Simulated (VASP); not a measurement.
Set up this calculation in VASP 6.6.1, as the native input.

- Task: single point
- Functional: PBEsol
- Potentials or basis: VASP PAW PBE potentials, release 64 (Sr_sv)
- Cutoff: 520 eV
- k mesh: 10 × 10 × 10
- Occupations: gaussian, width 0.03 eV
- Spin: no spin polarisation
- Dipole correction: no
- Further INCAR settings: ALGO = Normal; EDIFF = 1e-06; NBANDS = 11

The structure of Sr lies in POSCAR:

```
Sr
1.0
    0.0000000000      2.8902325000      3.1944675000
    2.8902325000      0.0000000000      3.1944675000
    2.8902325000      2.8902325000      0.0000000000
Sr
1
Direct
    0.0000000000      0.0000000000      0.0000000000
```

This cell differs from its parent crystal: strain -0.050 along x and y, +0.050 along z.

These files were run (other wordings do the same):

INCAR

```
SYSTEM = Sr
ALGO = Normal ; EDIFF = 1E-6
ENCUT = 520 ; GGA = PS
ISIF = 2 ; ISMEAR = 0
LASPH = .True. ; LCHARG = .False.
LREAL = .False. ; LWAVE = .False.
NBANDS = 11 ; NELM = 100
PREC = Accurate ; SIGMA = 0.03
```

KPOINTS

```
k-points
0
Gamma
  10 10 10
  0 0 0
```

Potentials or basis: VASP PAW PBE potentials, release 64 (Sr_sv).

Run with:

```bash
$ cat potpaw_PBE.64/Sr_sv/POTCAR > POTCAR
$ mpirun -np 1 vasp_std > vasp.out
```

It gave:

* Pressure: -0.4 GPa
* Band gap on the k mesh: zero (bands 5 and 6 overlap by 0.02 eV)

Caveat: the cell differs from its parent crystal (strain -0.050 along x and y, +0.050 along z); the PAW data sets were made with another functional, which shifts forces and pressure a little.

Run time: 49 s on 1 thread of Intel Xeon 8259CL, with other jobs on the host, peak memory 0.21 GiB.
